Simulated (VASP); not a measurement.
## Si2Ge: single point with PBE

The system is Si2Ge, a sheet with vacuum.

```
Si Ge
1.0
     3.99050    0.00000    0.00000
    -1.99525    3.45587    0.00000
     0.00000    0.00000   27.14146
Si Ge
2 1
Direct
  0.33333 0.66667 0.25012
  0.66667 0.33333 0.25012
  0.00000 0.00000 0.31490
```

| Item | Value |
| --- | --- |
| Program | VASP 6.6.1 |
| Task | single point |
| Functional | PBE |
| Potentials or basis | VASP PAW PBE potentials, release 64 (Si, Ge_d) |
| Cutoff | 520 eV |
| k mesh | 8 × 8 × 1 |
| Occupations | fermi-dirac, width 0.05 eV |
| Spin | no spin polarisation |
| Dipole correction | no |
| Further INCAR settings | ALGO = Normal; EDIFF = 1e-06; NBANDS = 18 |

```yaml
Largest_force: 0.004 eV/Å
Band_gap_on_the_k_mesh: zero (filled and empty bands touch)
```

Forces on the atoms (eV/Å):
```
Si   0.000  0.000 -0.002
Si   0.000  0.000 -0.002
Ge   0.000  0.000  0.004
```

Levels at points of the mesh, in eV from the Fermi level:
| k point | band 8 | band 9 | band 10 | band 11 | band 12 | band 13 | band 14 | band 15 |
| --- | --- | --- | --- | --- | --- | --- | --- | --- |
| (0.00, 0.00, 0.00) | -2.19 | -2.19 | -2.00 | 0.06 | 0.06 | 0.31 | 1.74 | 3.64 |
| (0.50, 0.00, 0.00) | -5.73 | -3.91 | -2.95 | -0.90 | 0.43 | 1.79 | 2.32 | 4.24 |

Wall time 62 s on 1 thread of Intel(R) Xeon(R) 6975P-C (Granite Rapids), with other jobs on the host, peak memory 0.45 GiB.
